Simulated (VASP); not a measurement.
Wanted: the native input for a VASP 6.6.1 run.

```yaml
Task: single point
Functional: PBE
Potentials_or_basis: VASP PAW PBE potentials, release 64 (Zn, Cd, O)
Cutoff: 520 eV
k_mesh: 4 × 4 × 4
Occupations: gaussian, width 0.1 eV
Spin: no spin polarisation
Dipole_correction: no
Further_INCAR_settings: ALGO = Normal; EDIFF = 1e-07; NBANDS = 35
```

The structure of ZnCd3O lies in POSCAR:

```
ZnCd3O
1.0
    4.8182729000      0.0000000000      0.0000000000
    0.0000000000      4.8182729000      0.0000000000
    0.0000000000      0.0000000000      4.8182729000
Zn Cd O
1 3 1
Direct
    0.5000000000      0.5000000000      0.5000000000
    0.5000000000      0.0000000000      0.0000000000
    0.0000000000      0.5000000000      0.0000000000
    0.0000000000      0.0000000000      0.5000000000
    0.0000000000      0.0000000000      0.0000000000
```

The input as run:

INCAR

```
PREC     = Accurate       # precision mode
ENCUT    = 520            # plane-wave cutoff, eV
EDIFF    = 1E-7           # SCF threshold, eV
ISMEAR   = 0              # smearing method
SIGMA    = 0.1            # smearing width, eV
LREAL    = F              # projectors in reciprocal space
LASPH    = T              # aspherical terms in the spheres
NELM     = 80             # most SCF steps
ALGO     = Normal         # electronic algorithm
ISIF     = 2              # what is computed and relaxed
LWAVE    = F              # write WAVECAR
LCHARG   = F              # write CHGCAR
GGA      = PE             # functional
NBANDS   = 35             # bands
```

KPOINTS

```
Automatic mesh
0
Gamma
  4 4 4
```

Potentials or basis: VASP PAW PBE potentials, release 64 (Zn, Cd, O).

The run is started by

```sh
$ cat potpaw_PBE.64/Zn/POTCAR potpaw_PBE.64/Cd/POTCAR potpaw_PBE.64/O/POTCAR > POTCAR
$ mpirun -np 1 vasp_std > vasp.out
```

It gave:

```yaml
Pressure: -5.1 GPa
Band_gap_on_the_k_mesh: zero (band 27 reaches 2.43 eV, above the bottom of band 28 at 0.07 eV)
```

Run time: 20 s on 1 thread of Intel(R) Xeon(R) 6975P-C (Granite Rapids), with other jobs on the host, peak memory 0.21 GiB.
